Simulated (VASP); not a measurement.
# PbS (rocksalt type) (Fm-3m) in VASP: a series of runs

Runs on PbS (rocksalt type). Level: PBE. Tasks: single point.

All numbers are computed with VASP 6.6.1; they aren't measurements. Logs are shortened: lines on timing, memory, paths and dates and some standing lists are left out, and cuts for length are marked.

## (1) The cell of the first run

Symmetry: Fm-3m, No. 225, cubic system. The conventional cell has a = 5.385 Å, b = 5.385 Å, c = 5.385 Å, α = 90.00°, β = 90.00°, γ = 90.00°. Pb (site symmetry m-3m) has 6 S at 2.69 Å within 3.6 Å. S (site symmetry m-3m) has 6 Pb at 2.69 Å within 3.6 Å.

## (2) Single point, PBE (volume scaled by 0.72)

INCAR

```
PREC = Accurate
ENCUT = 520
EDIFF = 1E-6
ISMEAR = -1
SIGMA = 0.1
LREAL = False
LASPH = True
NELM = 60
ALGO = Normal
ISIF = 2
LWAVE = False
LCHARG = True
GGA = PE
LELF = True
LVHAR = True
NBANDS = 17
```

KPOINTS

```
regular mesh
0
Gamma
  14 14 14
```

POSCAR

```
PbS
1.0
    0.0000000000      2.6926243854      2.6926243854
    2.6926243854      0.0000000000      2.6926243854
    2.6926243854      2.6926243854      0.0000000000
Pb S
1 1
Direct
    0.0000000000      0.0000000000      0.0000000000
    0.5000000000      0.5000000000      0.5000000000
```

Potentials or basis: VASP PAW PBE potentials, release 64 (Pb_d, S).

Launch:

```console
$ cat potpaw_PBE.64/Pb_d/POTCAR potpaw_PBE.64/S/POTCAR > POTCAR
$ mpirun -np 1 vasp_std > vasp.out
```

OUTCAR:

```text
PREC = Accurate
   ENCUT = 520
   EDIFF = 1E-6
   ISMEAR = -1
   LREAL = False
   LASPH = True
   NELM = 60
   ISIF = 2
   GGA = PE

 ion  position               nearest neighbor table
   1  0.000  0.000  0.000-   2 2.69   2 2.69   2 2.69   2 2.69   2 2.69   2 2.69
   2  0.500  0.500  0.500-   1 2.69   1 2.69   1 2.69   1 2.69   1 2.69   1 2.69

  LATTYP: Found a face centered cubic cell.
 ALAT       =     5.3852487708

  Lattice vectors:

 A1 = (   0.0000000000,   2.6926243854,   2.6926243854)
 A2 = (   2.6926243854,   0.0000000000,   2.6926243854)
 A3 = (   2.6926243854,   2.6926243854,   0.0000000000)

Analysis of symmetry for initial positions (statically):
=====================================================================
 Subroutine PRICEL returns:
 Original cell was already a primitive cell.

 Routine SETGRP: Setting up the symmetry group for a
 face centered cubic supercell.

 Subroutine GETGRP returns: Found 48 space group operations
 (whereof 48 operations were pure point group operations)
 out of a pool of 48 trial point group operations.

The static configuration has the point symmetry O_h .

Analysis of symmetry for dynamics (positions and initial velocities):
=====================================================================
 Subroutine PRICEL returns:
 Original cell was already a primitive cell.

 Routine SETGRP: Setting up the symmetry group for a
 face centered cubic supercell.

 Subroutine GETGRP returns: Found 48 space group operations
 (whereof 48 operations were pure point group operations)
 out of a pool of 48 trial point group operations.

The dynamic configuration has the point symmetry O_h .

 Subroutine INISYM returns: Found 48 space group operations
 (whereof 48 operations are pure point group operations),
 and found     1 'primitive' translations

----------------------------------------------------------------------------------------

                                     Primitive cell

  volume of cell :      39.0443

  direct lattice vectors                    reciprocal lattice vectors
     0.000000000  2.692624385  2.692624385    -0.185692443  0.185692443  0.185692443
     2.692624385  0.000000000  2.692624385     0.185692443 -0.185692443  0.185692443
     2.692624385  2.692624385  0.000000000     0.185692443  0.185692443 -0.185692443

  length of vectors
     3.807945924  3.807945924  3.807945924     0.321628746  0.321628746  0.321628746

  position of ions in fractional coordinates (direct lattice)
     0.000000000  0.000000000  0.000000000
     0.500000000  0.500000000  0.500000000

  ion indices of the primitive-cell ions
   primitive index   ion index
                 1           1
                 2           2

----------------------------------------------------------------------------------------

 KPOINTS: regular mesh

Automatic generation of k-mesh.
 Grid dimensions read from file:
 generate k-points for:   14   14   14

 Generating k-lattice:

  Cartesian coordinates                     Fractional coordinates (reciprocal lattice)
    -0.013263746  0.013263746  0.013263746     0.071428571  0.000000000  0.000000000
     0.013263746 -0.013263746  0.013263746     0.000000000  0.071428571  0.000000000
     0.013263746  0.013263746 -0.013263746     0.000000000  0.000000000  0.071428571

  Length of vectors
     0.022973482  0.022973482  0.022973482

  Shift w.r.t. Gamma in fractional coordinates (k-lattice)
     0.000000000  0.000000000  0.000000000

 Subroutine IBZKPT returns following result:
 ===========================================

 Found    104 irreducible k-points:

 Following reciprocal coordinates:
            Coordinates               Weight
  0.000000  0.000000  0.000000      1.000000
  0.071429  0.000000  0.000000      8.000000
  0.142857  0.000000  0.000000      8.000000
  0.214286  0.000000  0.000000      8.000000
  0.285714  0.000000  0.000000      8.000000
  0.357143  0.000000  0.000000      8.000000
[... 16 lines left out ...]
  0.214286  0.142857  0.000000     24.000000
  0.285714  0.142857  0.000000     24.000000
 [... further k-points ...]
   k-points           NKPTS =    104   k-points in BZ     NKDIM =    104   number of bands    NBANDS=     17
   number of dos      NEDOS =    301   number of ions     NIONS =      2
   total plane-waves  NPLWV =  21952
   dimension x,y,z NGX =    28 NGY =   28 NGZ =   28
   dimension x,y,z NGXF=    56 NGYF=   56 NGZF=   56
   ions per type =               1   1
   NGX,Y,Z   is equivalent  to a cutoff of  12.22, 12.22, 12.22 a.u.
   NGXF,Y,Z  is equivalent  to a cutoff of  24.45, 24.45, 24.45 a.u.
 SYSTEM =  unknown system
   PREC   = accura    normal or accurate (medium, high low for compatibility)
   ISTART =      0    job   : 0-new  1-cont  2-samecut
   ICHARG =      2    charge: 1-file 2-atom 10-const
   ISPIN  =      1    spin polarized calculation?
   LNONCOLLINEAR =      F non collinear calculations
   LSORBIT =      F    spin-orbit coupling
   LASPH  =      T    aspherical Exc in radial PAW
   ENCUT  =  520.0 eV  38.22 Ry    6.18 a.u.   7.08  7.08  7.08*2*pi/ulx,y,z
   NELM   =     60;   NELMIN=  2; NELMDL= -5     # of ELM steps
   EDIFF  = 0.1E-05   stopping-criterion for ELM
   LREAL  =      F    real-space projection
   EDIFFG = 0.1E-04   stopping-criterion for IOM
   NSW    =      0    number of steps for IOM
   IBRION =     -1    ionic relax: 0-MD 1-quasi-New 2-CG
   NFREE  =      0    steps in history (QN), initial steepest desc. (CG)
   ISIF   =      2    stress and relaxation
   ISYM   =      2    0-nonsym 1-usesym 2-fastsym
   POTIM  = 0.5000    time-step for ionic-motion
   TEBEG  =    0.0;   TEEND  =   0.0 temperature during run
   PSTRESS=    0.0 pullay stress
   NELECT =      20.0000    total number of electrons
   NUPDOWN=      -1.0000    fix difference up-down
   EMIN   =  10.00;   EMAX   =-10.00  energy-range for DOS
   EFERMI =   0.00;   METHOD = LEGACY
   ISMEAR =    -1;   SIGMA  =   0.10  broadening in eV -4-tet -1-fermi 0-gaus
   EFERMI_NEDOS =   21; number of points for ismear=-14 and -15
   IALGO  =     38    algorithm
   IMIX   =      4    mixing-type and parameters
     AMIX     =   0.40;   BMIX     =  1.00
     AMIX_MAG =   1.60;   BMIX_MAG =  1.00
  volume/ion in A,a.u.               =      19.52       131.74
  Fermi-wavevector in a.u.,A,eV,Ry     =   1.309883  2.475319 23.344775  1.715793
  Thomas-Fermi vector in A             =   2.440451
   LORBIT       =      0    0 simple, 1 ext, 2 COOP (PROOUT), +10 PAW based schemes
   GGA     = PE    functional components
   LHFCALC =     F    Hartree Fock is set to
   AEXX    =    0.0000 exact exchange contribution
   IVDW    =     0    specifies the selected vdW correction
   LEPSILON=     F    determine dielectric tensor
   LRPA    =     F    only Hartree local field effects (RPA)
 non-spin polarized calculation
  energy-cutoff  :      520.00
  volume of cell :       39.04
 maximum number of plane-waves:      1067
   NGX = 15   NGY = 15   NGZ = 15

 number of electron      19.9999994 magnetization

 Free energy of the ion-electron system (eV)
  ---------------------------------------------------
  ext. energy  EPLUGINS =         0.00000000
  ---------------------------------------------------
  free energy    TOTEN  =        -7.53405074 eV

  energy without entropy =       -7.52850955  energy(sigma->0) =       -7.53128015

 E-fermi :  10.0544     XC(G=0): -11.1259

 val. band max:        9.9879354370   @ k =  -0.4286   0.0714   0.0000
 cond. band min:      10.0696575672   @ k =  -0.4286   0.0714   0.0000
 fundamental gap:      0.0817221302
 Fermi energy:        10.0543929947

 k-point     1 :       0.0000    0.0000    0.0000
  band No.  band energies     occupation
      1      -7.3972      2.00000
      2      -7.3972      2.00000
      3      -7.3972      2.00000
      4      -7.3939      2.00000
      5      -7.3939      2.00000
      6      -6.4931      2.00000
[... 9 lines left out ...]
     16      16.3489      0.00000
     17      17.7299      0.00000

 k-point     2 :       0.0714    0.0000    0.0000
  band No.  band energies     occupation
      1      -7.4000      2.00000
      2      -7.4000      2.00000
      3      -7.3974      2.00000
      4      -7.3899      2.00000
      5      -7.3899      2.00000
      6      -6.4270      2.00000
[... 9 lines left out ...]
     16      16.6285      0.00000
     17      18.4327      0.00000

 k-point     3 :       0.1429    0.0000    0.0000
  band No.  band energies     occupation
      1      -7.4150      2.00000
      2      -7.4150      2.00000
      3      -7.3990      2.00000
      4      -7.3717      2.00000
      5      -7.3717      2.00000
      6      -6.2303      2.00000
[... 9 lines left out ...]
     16      16.7642      0.00000
     17      19.8493      0.00000

 k-point     4 :       0.2143    0.0000    0.0000
  band No.  band energies     occupation
      1      -7.4367      2.00000
      2      -7.4367      2.00000
      3      -7.4029      2.00000
      4      -7.3451      2.00000
      5      -7.3451      2.00000
      6      -5.9110      2.00000
[... 9 lines left out ...]
     16      17.2458      0.00000
     17      21.5036      0.00000

 k-point     5 :       0.2857    0.0000    0.0000
  band No.  band energies     occupation
      1      -7.4606      2.00000
      2      -7.4606      2.00000
      3      -7.4085      2.00000
      4      -7.3154      2.00000
      5      -7.3154      2.00000
      6      -5.4897      2.00000
[... 9 lines left out ...]
     16      17.8850      0.00000
     17      23.3343      0.00000

 k-point     6 :       0.3571    0.0000    0.0000
  band No.  band energies     occupation
      1      -7.4821      2.00000
      2      -7.4821      2.00000
      3      -7.4141      2.00000
      4      -7.2884      2.00000
      5      -7.2884      2.00000
      6      -5.0125      2.00000
[... 9 lines left out ...]
     16      18.6262      0.00000
     17      23.7330      0.00000

 k-point     7 :       0.4286    0.0000    0.0000
  band No.  band energies     occupation
      1      -7.4968      2.00000
      2      -7.4968      2.00000
      3      -7.4182      2.00000
      4      -7.2696      2.00000
      5      -7.2696      2.00000
      6      -4.5819      2.00000
[... 9 lines left out ...]
     16      19.3293      0.00000
     17      22.3317      0.00000

 k-point     8 :       0.5000    0.0000    0.0000
  band No.  band energies     occupation
      1      -7.5021      2.00000
      2      -7.5021      2.00000
      3      -7.4198      2.00000
      4      -7.2629      2.00000
      5      -7.2629      2.00000
      6      -4.3922      2.00000
[... 9 lines left out ...]
     16      19.6597      0.00000
     17      21.5467      0.00000
[... 203 lines left out ...]
      1      -7.4511      2.00000
      2      -7.4492      2.00000
      3      -7.4026      2.00000
      4      -7.3456      2.00000
      5      -7.3290      2.00000
      6      -5.7080      2.00000
[... 9 lines left out ...]
     16      18.3074      0.00000
     17      21.7426      0.00000

 k-point    20 :      -0.1429    0.0714    0.0000
  band No.  band energies     occupation
      1      -7.4284      2.00000
      2      -7.4234      2.00000
      3      -7.4002      2.00000
      4      -7.3712      2.00000
      5      -7.3542      2.00000
      6      -6.0700      2.00000
[... 9 lines left out ...]
     16      17.6778      0.00000
     17      20.4005      0.00000

 k-point    21 :      -0.0714    0.0714    0.0000
  band No.  band energies     occupation
      1      -7.4098      2.00000
      2      -7.4055      2.00000
      3      -7.3990      2.00000
      4      -7.3874      2.00000
      5      -7.3751      2.00000
      6      -6.3145      2.00000
[... 9 lines left out ...]
     16      17.1277      0.00000
     17      19.3075      0.00000

 k-point    22 :       0.1429    0.1429    0.0000
  band No.  band energies     occupation
      1      -7.4736      2.00000
      2      -7.4131      2.00000
      3      -7.3800      2.00000
      4      -7.3664      2.00000
      5      -7.3664      2.00000
      6      -6.1083      2.00000
[... 9 lines left out ...]
     16      18.5630      0.00000
     17      19.4691      0.00000

 k-point    23 :       0.2143    0.1429    0.0000
  band No.  band energies     occupation
      1      -7.5209      2.00000
      2      -7.4178      2.00000
      3      -7.3868      2.00000
      4      -7.3518      2.00000
      5      -7.3401      2.00000
      6      -5.8446      2.00000
[... 9 lines left out ...]
     16      18.7453      0.00000
     17      20.4571      0.00000

 k-point    24 :       0.2857    0.1429    0.0000
  band No.  band energies     occupation
      1      -7.5615      2.00000
      2      -7.4168      2.00000
      3      -7.4043      2.00000
      4      -7.3381      2.00000
      5      -7.3087      2.00000
      6      -5.4699      2.00000
[... 9 lines left out ...]
     16      19.0136      0.00000
     17      21.9366      0.00000

 [... further k-points ...]
[... 5 lines left out ...]
  --------------------------------------------------------------------------------------
  -------------------------------------------------------------------------------------
  Total        8.3832670      8.3832670      8.3832670      0.0000000      0.0000000      0.0000000
  in kB      344.0064295    344.0064295    344.0064295      0.0000000      0.0000000      0.0000000
  external PRESSURE =     344.0064295 kB  Pullay stress =       0.0000000 kB

 VOLUME and BASIS-vectors are now :
 -----------------------------------------------------------------------------
  energy-cutoff  :      520.00
  volume of cell :       39.04
      direct lattice vectors                 reciprocal lattice vectors
     0.000000000  2.692624385  2.692624385    -0.185692443  0.185692443  0.185692443
     2.692624385  0.000000000  2.692624385     0.185692443 -0.185692443  0.185692443
     2.692624385  2.692624385  0.000000000     0.185692443  0.185692443 -0.185692443

 POSITION                                       TOTAL-FORCE (eV/Angst)
 -----------------------------------------------------------------------------------
      0.00000      0.00000      0.00000         0.000000      0.000000      0.000000
      2.69262      2.69262      2.69262        -0.000000     -0.000000     -0.000000
 -----------------------------------------------------------------------------------
    total drift:                                0.000000      0.000000      0.000000

  FREE ENERGIE OF THE ION-ELECTRON SYSTEM (eV)
  ---------------------------------------------------
  free  energy   TOTEN  =        -7.5340507427 eV

  energy  without entropy=       -7.5285095516  energy(sigma->0) =       -7.53128015
```

Wall time 26 s (1 thread of Intel Xeon 6975P-C (Granite Rapids), shared host); peak memory 0.2 GiB.

Results:

```
Free energy            : -7.5341 eV
Pressure               : 34.4 GPa
Band gap on the k mesh : 0.08 eV, direct
```

Caveat: spin-orbit coupling is left out, which moves the levels of the heavy elements. A k mesh can miss the band edges.

## (3) Single point, PBE (volume scaled by 0.72)

INCAR

```
SYSTEM = PbS
PREC = Accurate
ENCUT = 520
EDIFF = 1E-6
ISMEAR = -1
SIGMA = 0.1
LREAL = .FALSE.
LASPH = .TRUE.
NELM = 100
ALGO = Normal
ISIF = 2
LWAVE = .FALSE.
LCHARG = .FALSE.
GGA = PE
NBANDS = 17
```

KPOINTS

```
regular mesh
0
G
  14 14 14
  0 0 0
```

POSCAR is that of step 2.

Potentials or basis: VASP PAW PBE potentials, release 64 (Pb_d, S).

Launch:

```console
$ cat potpaw_PBE.64/Pb_d/POTCAR potpaw_PBE.64/S/POTCAR > POTCAR
$ mpirun -np 1 vasp_std > vasp.out
```

Run time: 26 s. Hardware: 1 thread of Intel Xeon 6975P-C (Granite Rapids), shared host; peak memory 0.2 GiB.

The run converged. Its results:

* Free energy: -7.5341 eV
* Pressure: 34.4 GPa
* Band gap on the k mesh: 0.08 eV, direct

Levels at points of the mesh, in eV from the valence-band top:
```csv
k point,band 6,band 7,band 8,band 9,band 10,band 11,band 12,band 13,band 14,band 15
"(0.00, 0.00, 0.00)",-16.48,-5.09,-3.58,-3.58,-3.58,6.09,6.09,6.09,6.36,6.36
"(0.50, 0.00, 0.00)",-14.38,-10.80,-2.81,-2.81,-0.33,0.89,1.32,1.32,9.23,9.67
"(0.50, 0.50, 0.00)",-13.08,-7.83,-7.55,-5.38,-5.38,2.65,6.83,7.14,7.14,11.66
```

Caveat: spin-orbit coupling is left out, which moves the levels of the heavy elements. A k mesh can miss the band edges.
